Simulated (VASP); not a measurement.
Here is a VASP 6.6.1 calculation.

File INCAR:

```
PREC     = Accurate       # precision mode
ENCUT    = 520            # plane-wave cutoff, eV
EDIFF    = 1E-6           # SCF threshold, eV
ISMEAR   = 0              # smearing method
SIGMA    = 0.05           # smearing width, eV
LREAL    = False          # projectors in reciprocal space
LASPH    = True           # aspherical terms in the spheres
NELM     = 100            # most SCF steps
ALGO     = Normal         # electronic algorithm
ISIF     = 2              # what is computed and relaxed
LWAVE    = False          # write WAVECAR
LCHARG   = False          # write CHGCAR
GGA      = PS             # functional
NBANDS   = 26             # bands
```

File KPOINTS:

```
regular mesh
0
Gamma
  9 9 4
```

POSCAR

```
MgO
1.0
    3.2553371795      0.0000000000      0.0000000000
   -1.6276685897      2.8192046953      0.0000000000
    0.0000000000      0.0000000000     10.4149514991
Mg O
4 4
Direct
    0.3333333333      0.6666666667      0.9695963559
    0.0000000000      0.0000000000      0.2209473890
    0.0000000000      0.0000000000      0.7209473890
    0.6666666667      0.3333333333      0.4695963559
    0.3333333333      0.6666666667      0.7799156657
   -0.0798688387      0.0000000000      0.4920926037
    0.0000000000      0.0000000000      0.0295387694
    0.6666666667      0.3333333333      0.2799156657
```

Potentials or basis: VASP PAW PBE potentials, release 64 (Mg, O).

Run with:

```bash
$ cat potpaw_PBE.64/Mg/POTCAR potpaw_PBE.64/O/POTCAR > POTCAR
$ mpirun -np 1 vasp_std > vasp.out
```

Problem. Estimate the band gap on the k mesh.

Solution. 2.01 eV, direct.

Problem. Predict the largest force.

Solution. 6.678 eV/Å.

Problem. Estimate the pressure.

Solution. 4.0 GPa.

Stress tensor (GPa, compression positive):
```
 8.06 -7.36  1.58
-7.36  5.95 -1.02
 1.58 -1.02 -1.94
```

Caveat: the cell differs from its parent crystal (atom 6 (O) moved by -0.260 Å along [1 0 0] and -0.390 Å along [0 0 1]); the PAW data sets were made with another functional, which shifts forces and pressure a little. A k mesh can miss the band edges.
